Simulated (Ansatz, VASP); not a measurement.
# One calculation of BaTiO3, two programs

```
CELL_PARAMETERS angstrom
4.08745 0.00000 0.00000
0.00000 4.08745 0.00000
0.00000 0.00000 4.00730
ATOMIC_POSITIONS crystal
Ba 0.50000 0.50000 0.50000
Ti 0.00000 0.00000 0.00000
O 0.50000 0.00000 0.00000
O 0.00000 0.50000 0.00000
O 0.00000 0.00000 0.50000
```

Change from the starting cell: equal xx and yy strain of +2 %.

Alike in both runs: task single point; functional LDA; k mesh 8 × 8 × 8; occupations fermi-dirac, width 0.05 eV; no spin polarisation.

|  | VASP | Ansatz |
| --- | --- | --- |
| version | VASP 6.6.1 | Ansatz 0.2.0 |
| potentials or method | VASP PAW LDA potentials, release 64 (Ba_sv, Ti_sv, O), cutoff 520 eV | all-electron LAPW, scalar-relativistic |

|  | VASP | Ansatz | Ansatz less VASP |
| --- | --- | --- | --- |
| pressure (GPa) | -13.1 | -14.8 | -1.69 |
| traceless stress, the component that is largest in VASP (GPa) | 2.05 | 1.97 | -0.078 |

LDA's correlation is that of Perdew and Zunger in VASP and of Perdew and Wang (1992) in Ansatz. Ansatz ran all-electron here, and VASP with PAW potentials.

Spin-orbit coupling is off throughout.
